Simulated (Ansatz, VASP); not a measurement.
# Bi2Se3 in VASP and in Ansatz

File INCAR:

```
SYSTEM = Bi2Se3
  ALGO = Normal
  EDIFF = 1E-6
  ENCUT = 520
  GGA = PE
  ISIF = 2
  ISMEAR = 0
  LASPH = .TRUE.
  LCHARG = .FALSE.
  LREAL = .FALSE.
  LWAVE = .FALSE.
  NBANDS = 32
  NELM = 100
  PREC = Accurate
  SIGMA = 0.01
```

File KPOINTS:

```
k-points
0
G
  6 6 6
  0 0 0
```

The input POSCAR:

```
Bi2Se3
1.0
    2.1187490957      1.2232603581      9.7630540003
   -2.1187490957      1.2232603581      9.7630540003
    0.0000000000     -2.4465207264      9.7630540003
Bi Se
2 3
Direct
    0.4008000000      0.4008000000      0.4008000000
    0.5992000000      0.5992000000      0.5992000000
    0.0000000000      0.0000000000      0.0000000000
    0.2117000000      0.2117000000      0.2117000000
    0.7883000000      0.7883000000      0.7883000000
```

Input for Ansatz:

```yaml
crystal:
  lattice:
    - [2.1187490957458746, 1.223260358087943, 9.763054000256075]
    - [-2.1187490957458746, 1.223260358087943, 9.763054000256075]
    - [0.0, -2.446520726403978, 9.763054000256075]
  atoms:
    - { symbol: Bi, position: [0.4008, 0.4008, 0.4008] }
    - { symbol: Bi, position: [0.5992, 0.5992, 0.5992] }
    - { symbol: Se, position: [0.0, 0.0, 0.0] }
    - { symbol: Se, position: [0.2117, 0.2117, 0.2117] }
    - { symbol: Se, position: [0.7883, 0.7883, 0.7883] }
basis:
  ecutwfc: 500.0
kpoints:
  mp_grid:
    grid: [6, 6, 6]
hamiltonian:
  xc: pbe
scf:
  occupations:
    method: fixed
output:
  stress: true
```

Alike in both runs: task single point; functional PBE; k mesh 6 × 6 × 6; no spin polarisation.

```csv
,VASP,Ansatz
version,VASP 6.6.1,Ansatz 0.2.0
potentials or method,"VASP PAW PBE potentials, release 64 (Bi_d, Se), cutoff 520 eV","plane waves, PAW"
occupations,"gaussian, width 0.01 eV",fixed
valence electrons in the cell,48,78
```

```csv
,VASP,Ansatz,Ansatz less VASP
pressure (GPa),-1.4,-1.4,-0.01
"traceless stress, the component that is largest in VASP (GPa)",0.08,0.08,0.000
```

VASP's potentials hold 48 valence electrons a cell and Ansatz's 78, so a difference there can come from the potentials and not from the codes.

Neither program's run includes spin-orbit coupling.
